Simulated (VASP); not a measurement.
# W (Pm-3m) in VASP: further runs

W is run at these levels: RPBE+D3(BJ); tasks: single point.

Program: VASP 6.6.1. These are calculated values, not measurements. Logs are shortened: lines on timing, memory, paths and dates and some standing lists are left out, and cuts for length are marked.

**1. The cell of the first run**

The structure is cubic, space group Pm-3m (No. 221). The conventional cell has a = 2.447 Å, b = 2.447 Å, c = 2.447 Å, α = 90.00°, β = 90.00°, γ = 90.00°. W (site symmetry m-3m) has 6 W at 2.45 Å within 3.2 Å.

**2. Single point, RPBE+D3(BJ)**

The input, INCAR:

```
ALGO = Normal
EDIFF = 1E-6
ENCUT = 500
GGA = RP
GGA_COMPAT = F
ISIF = 2
ISMEAR = -1
IVDW = 12
LASPH = T
LCHARG = T
LELF = T
LREAL = F
LVHAR = T
LWAVE = F
NBANDS = 13
NELM = 120
PREC = Accurate
SIGMA = 0.1
```

The input, KPOINTS:

```
k-points
0
Gamma
  9 9 9
```

The input, POSCAR:

```
W
1.0
    2.4467406157      0.0000000000      0.0000000000
    0.0000000000      2.4467406157      0.0000000000
    0.0000000000      0.0000000000      2.4467406157
W
1
Direct
    0.0000000000      0.0000000000      0.0000000000
```

Potentials or basis: VASP PAW PBE potentials, release 64 (W_sv).

On the command line:

```
> cat potpaw_PBE.64/W_sv/POTCAR > POTCAR
> mpirun -np 1 vasp_std > vasp.out
```

OUTCAR:

```text
EDIFF = 1E-6
   ENCUT = 500
   GGA = RP
   ISIF = 2
   ISMEAR = -1
   IVDW = 12
   LASPH = T
   LREAL = F
   NELM = 120
   PREC = Accurate
 IVDW          = 12

 ion  position               nearest neighbor table
   1  0.000  0.000  0.000-

  LATTYP: Found a simple cubic cell.
 ALAT       =     2.4467406157

  Lattice vectors:

 A1 = (   2.4467406157,   0.0000000000,   0.0000000000)
 A2 = (   0.0000000000,   2.4467406157,   0.0000000000)
 A3 = (   0.0000000000,   0.0000000000,   2.4467406157)

Analysis of symmetry for initial positions (statically):
=====================================================================
 Subroutine PRICEL returns:
 Original cell was already a primitive cell.

 Routine SETGRP: Setting up the symmetry group for a
 simple cubic supercell.

 Subroutine GETGRP returns: Found 48 space group operations
 (whereof 48 operations were pure point group operations)
 out of a pool of 48 trial point group operations.

The static configuration has the point symmetry O_h .

Analysis of symmetry for dynamics (positions and initial velocities):
=====================================================================
 Subroutine PRICEL returns:
 Original cell was already a primitive cell.

 Routine SETGRP: Setting up the symmetry group for a
 simple cubic supercell.

 Subroutine GETGRP returns: Found 48 space group operations
 (whereof 48 operations were pure point group operations)
 out of a pool of 48 trial point group operations.

The dynamic configuration has the point symmetry O_h .

 Subroutine INISYM returns: Found 48 space group operations
 (whereof 48 operations are pure point group operations),
 and found     1 'primitive' translations

----------------------------------------------------------------------------------------

                                     Primitive cell

  volume of cell :      14.6475

  direct lattice vectors                    reciprocal lattice vectors
     2.446740616  0.000000000  0.000000000     0.408706993  0.000000000  0.000000000
     0.000000000  2.446740616  0.000000000     0.000000000  0.408706993  0.000000000
     0.000000000  0.000000000  2.446740616     0.000000000  0.000000000  0.408706993

  length of vectors
     2.446740616  2.446740616  2.446740616     0.408706993  0.408706993  0.408706993

  position of ions in fractional coordinates (direct lattice)
     0.000000000  0.000000000  0.000000000

  ion indices of the primitive-cell ions
   primitive index   ion index
                 1           1

----------------------------------------------------------------------------------------

 KPOINTS: k-points

Automatic generation of k-mesh.
 Grid dimensions read from file:
 generate k-points for:    9    9    9

 Generating k-lattice:

  Cartesian coordinates                     Fractional coordinates (reciprocal lattice)
     0.045411888  0.000000000  0.000000000     0.111111111  0.000000000  0.000000000
     0.000000000  0.045411888  0.000000000     0.000000000  0.111111111  0.000000000
     0.000000000  0.000000000  0.045411888     0.000000000  0.000000000  0.111111111

  Length of vectors
     0.045411888  0.045411888  0.045411888

  Shift w.r.t. Gamma in fractional coordinates (k-lattice)
     0.000000000  0.000000000  0.000000000

 Subroutine IBZKPT returns following result:
 ===========================================

 Found     35 irreducible k-points:

 Following reciprocal coordinates:
            Coordinates               Weight
  0.000000  0.000000  0.000000      1.000000
  0.111111  0.000000  0.000000      6.000000
  0.222222  0.000000  0.000000      6.000000
  0.333333  0.000000  0.000000      6.000000
  0.444444  0.000000  0.000000      6.000000
  0.111111  0.111111  0.000000     12.000000
[... 16 lines left out ...]
  0.333333  0.333333  0.111111     24.000000
  0.444444  0.333333  0.111111     48.000000
 [... further k-points ...]
   k-points           NKPTS =     35   k-points in BZ     NKDIM =     35   number of bands    NBANDS=     13
   number of dos      NEDOS =    301   number of ions     NIONS =      1
   total plane-waves  NPLWV =   5832
   dimension x,y,z NGX =    18 NGY =   18 NGZ =   18
   dimension x,y,z NGXF=    36 NGYF=   36 NGZF=   36
   ions per type =               1
   NGX,Y,Z   is equivalent  to a cutoff of  12.23, 12.23, 12.23 a.u.
   NGXF,Y,Z  is equivalent  to a cutoff of  24.46, 24.46, 24.46 a.u.
 SYSTEM =  unknown system
   PREC   = accura    normal or accurate (medium, high low for compatibility)
   ISTART =      0    job   : 0-new  1-cont  2-samecut
   ICHARG =      2    charge: 1-file 2-atom 10-const
   ISPIN  =      1    spin polarized calculation?
   LNONCOLLINEAR =      F non collinear calculations
   LSORBIT =      F    spin-orbit coupling
   LASPH  =      T    aspherical Exc in radial PAW
   ENCUT  =  500.0 eV  36.75 Ry    6.06 a.u.   4.46  4.46  4.46*2*pi/ulx,y,z
   NELM   =    120;   NELMIN=  2; NELMDL= -5     # of ELM steps
   EDIFF  = 0.1E-05   stopping-criterion for ELM
   LREAL  =      F    real-space projection
   EDIFFG = 0.1E-04   stopping-criterion for IOM
   NSW    =      0    number of steps for IOM
   IBRION =     -1    ionic relax: 0-MD 1-quasi-New 2-CG
   NFREE  =      0    steps in history (QN), initial steepest desc. (CG)
   ISIF   =      2    stress and relaxation
   ISYM   =      2    0-nonsym 1-usesym 2-fastsym
   POTIM  = 0.5000    time-step for ionic-motion
   TEBEG  =    0.0;   TEEND  =   0.0 temperature during run
   PSTRESS=    0.0 pullay stress
   NELECT =      14.0000    total number of electrons
   NUPDOWN=      -1.0000    fix difference up-down
   EMIN   =  10.00;   EMAX   =-10.00  energy-range for DOS
   EFERMI =   0.00;   METHOD = LEGACY
   ISMEAR =    -1;   SIGMA  =   0.10  broadening in eV -4-tet -1-fermi 0-gaus
   EFERMI_NEDOS =   21; number of points for ismear=-14 and -15
   IALGO  =     38    algorithm
   IMIX   =      4    mixing-type and parameters
     AMIX     =   0.40;   BMIX     =  1.00
     AMIX_MAG =   1.60;   BMIX_MAG =  1.00
  volume/ion in A,a.u.               =      14.65        98.85
  Fermi-wavevector in a.u.,A,eV,Ry     =   1.612611  3.047393 35.382138  2.600514
  Thomas-Fermi vector in A             =   2.707813
   LORBIT       =      0    0 simple, 1 ext, 2 COOP (PROOUT), +10 PAW based schemes
   GGA     = RP    functional components
   LHFCALC =     F    Hartree Fock is set to
   AEXX    =    0.0000 exact exchange contribution
   IVDW    =    12    specifies the selected vdW correction
   LEPSILON=     F    determine dielectric tensor
   LRPA    =     F    only Hartree local field effects (RPA)
 non-spin polarized calculation
  energy-cutoff  :      500.00
  volume of cell :       14.65
 maximum number of plane-waves:       384
 NGX is ok and might be reduce to    18
   NGX =  9   NGY =  9   NGZ =  9

 number of electron      14.0000003 magnetization

 Free energy of the ion-electron system (eV)
  ---------------------------------------------------
  ext. energy  EPLUGINS =         0.00000000
  ---------------------------------------------------
  free energy    TOTEN  =       -10.11404097 eV

  energy without entropy =      -10.09069430  energy(sigma->0) =      -10.10236764

 E-fermi :  12.6551     XC(G=0): -13.8944

 val. band max:       12.6029659474   @ k =   0.4444   0.3333   0.1111
 cond. band min:      12.9068849781   @ k =   0.4444   0.4444   0.1111
 fundamental gap:      0.3039190307
 Fermi energy:        12.6550903096

 k-point     1 :       0.0000    0.0000    0.0000
  band No.  band energies     occupation
      1     -61.4627      2.00000
      2     -24.6217      2.00000
      3     -24.6217      2.00000
      4     -24.6217      2.00000
      5       2.8984      2.00000
      6       6.9059      2.00000
      7       6.9059      2.00000
      8      18.9364      0.00000
      9      18.9364      0.00000
     10      18.9364      0.00000
     11      29.3486      0.00000
     12      29.3486      0.00000
     13      29.3486      0.00000

 k-point     2 :       0.1111    0.0000    0.0000
  band No.  band energies     occupation
      1     -61.4358      2.00000
      2     -24.9428      2.00000
      3     -24.5948      2.00000
      4     -24.5948      2.00000
      5       3.3907      2.00000
      6       7.0401      2.00000
      7       7.5357      2.00000
      8      18.0022      0.00000
      9      18.0022      0.00000
     10      19.0025      0.00000
     11      27.2837      0.00000
     12      30.4505      0.00000
     13      30.4505      0.00000

 k-point     3 :       0.2222    0.0000    0.0000
  band No.  band energies     occupation
      1     -61.3671      2.00000
      2     -25.7070      2.00000
      3     -24.5261      2.00000
      4     -24.5261      2.00000
      5       4.5151      2.00000
      6       7.3987      2.00000
      7       9.3207      2.00000
      8      16.1906      0.00000
      9      16.1906      0.00000
     10      19.1736      0.00000
     11      24.3808      0.00000
     12      31.2454      0.00000
     13      32.6442      0.00000
[... 305 lines left out ...]
 k-point    23 :       0.3333    0.3333    0.1111
  band No.  band energies     occupation
      1     -61.0916      2.00000
      2     -26.2448      2.00000
      3     -26.1910      2.00000
      4     -24.5725      2.00000
      5       7.0368      2.00000
      6       9.2411      2.00000
      7      13.2070      0.00798
      8      13.2166      0.00726
      9      15.7452      0.00000
     10      16.5940      0.00000
     11      25.9883      0.00000
     12      28.0982      0.00000
     13      32.4403      0.00000

 k-point    24 :       0.4444    0.3333    0.1111
  band No.  band energies     occupation
      1     -61.0410      2.00000
      2     -26.6871      2.00000
      3     -26.1422      2.00000
      4     -24.5187      2.00000
      5       6.4201      2.00000
      6       9.6273      2.00000
      7      12.6030      1.25488
      8      13.4588      0.00065
      9      16.3498      0.00000
     10      19.2807      0.00000
     11      24.7061      0.00000
     12      28.8565      0.00000
     13      31.4436      0.00000

 [... further k-points ...]

------------------------ aborting loop because EDIFF is reached ----------------------------------------

 Edisp (eV)   -5.04668

 E8    (eV) :    -3.6907

  FORCE on cell =-STRESS in cart. coord.  units (eV):
  Direction    XX          YY          ZZ          XY          YZ          ZX
  --------------------------------------------------------------------------------------
  -------------------------------------------------------------------------------------
  Total       2.05301     2.05301     2.05301     0.00000     0.00000    -0.00000
  in kB     224.56290   224.56290   224.56290     0.00000     0.00000    -0.00000
  external pressure =      224.56 kB  Pullay stress =        0.00 kB

 VOLUME and BASIS-vectors are now :
 -----------------------------------------------------------------------------
  energy-cutoff  :      500.00
  volume of cell :       14.65
      direct lattice vectors                 reciprocal lattice vectors
     2.446740616  0.000000000  0.000000000     0.408706993  0.000000000  0.000000000
     0.000000000  2.446740616  0.000000000     0.000000000  0.408706993  0.000000000
     0.000000000  0.000000000  2.446740616     0.000000000  0.000000000  0.408706993

 POSITION                                       TOTAL-FORCE (eV/Angst)
 -----------------------------------------------------------------------------------
      0.00000      0.00000      0.00000         0.000000      0.000000      0.000000
 -----------------------------------------------------------------------------------
    total drift:                                0.000000      0.000000      0.000000

  FREE ENERGIE OF THE ION-ELECTRON SYSTEM (eV)
  ---------------------------------------------------
  free  energy   TOTEN  =       -15.1607188765 eV

  energy  without entropy=      -15.1373722067  energy(sigma->0) =      -15.14904554
```

Run time: 2.4 s. Hardware: 1 thread of Intel Xeon 6975P-C (Granite Rapids), shared host; peak memory 0.12 GiB.

Results:

| Property | Result |
| --- | --- |
| Free energy | -15.1607 eV |
| Pressure | 22.5 GPa |
| Band gap on the k mesh | zero (band 7 reaches 14.78 eV, above the bottom of band 8 at 12.16 eV) |
| Dispersion energy per atom | -5.047 eV |

Levels at points of the mesh, in eV from the Fermi level:
```
           k point  band 3  band 4  band 5  band 6  band 7  band 8  band 9  band 10  band 11  band 12
(0.00, 0.00, 0.00)  -37.28  -37.28   -9.76   -5.75   -5.75    6.28    6.28     6.28    16.69    16.69
```

Caveat: the PAW data sets were made with another functional, which shifts forces and pressure a little; spin-orbit coupling is left out, which moves the levels of the heavy elements; pairwise dispersion overbinds metals, which lowers pressure and volume.

**3. Single point, RPBE+D3(BJ)**

This run uses another cell than the first one, of 13.99 Å³/atom, 0.955 times its volume.

The input, INCAR:

```
PREC     = Accurate       # precision mode
ENCUT    = 500            # plane-wave cutoff, eV
EDIFF    = 1E-6           # SCF threshold, eV
ISMEAR   = -1             # smearing method
SIGMA    = 0.1            # smearing width, eV
LREAL    = F              # projectors in reciprocal space
LASPH    = T              # aspherical terms in the spheres
NELM     = 120            # most SCF steps
ALGO     = Normal         # electronic algorithm
ISIF     = 2              # what is computed and relaxed
LWAVE    = F              # write WAVECAR
LCHARG   = F              # write CHGCAR
GGA      = RP             # functional
IVDW     = 12             # dispersion correction
NBANDS   = 13             # bands
GGA_COMPAT= F
```

The input, KPOINTS:

```
Automatic mesh
0
Gamma
  9 9 9
```

The input, POSCAR:

```
W
1.0
    2.4093288353      0.0000000000      0.0000000000
    0.0000000000      2.4093288353      0.0000000000
    0.0000000000      0.0000000000      2.4093288353
W
1
Direct
    0.0000000000      0.0000000000      0.0000000000
```

Potentials or basis: VASP PAW PBE potentials, release 64 (W_sv).

On the command line:

```
> cat potpaw_PBE.64/W_sv/POTCAR > POTCAR
> mpirun -np 1 vasp_std > vasp.out
```

Run time: 2.3 s. Hardware: 1 thread of Intel Xeon 6975P-C (Granite Rapids), shared host; peak memory 0.12 GiB.

It converged, with:

| Property | Result |
| --- | --- |
| Free energy | -15.0263 eV |
| Pressure | 43.3 GPa |
| Band gap on the k mesh | zero (band 7 reaches 15.59 eV, above the bottom of band 8 at 12.91 eV) |
| Dispersion energy per atom | -5.310 eV |

Levels at points of the mesh, in eV from the Fermi level:
```tsv
k point	band 5	band 6	band 7	band 8	band 9	band 10
(0.00, 0.00, 0.00)	-9.94	-6.04	-6.04	6.70	6.70	6.70
```

Caveat: the PAW data sets were made with another functional, which shifts forces and pressure a little; spin-orbit coupling is left out, which moves the levels of the heavy elements; pairwise dispersion overbinds metals, which lowers pressure and volume.

[end of part 1 of 3]
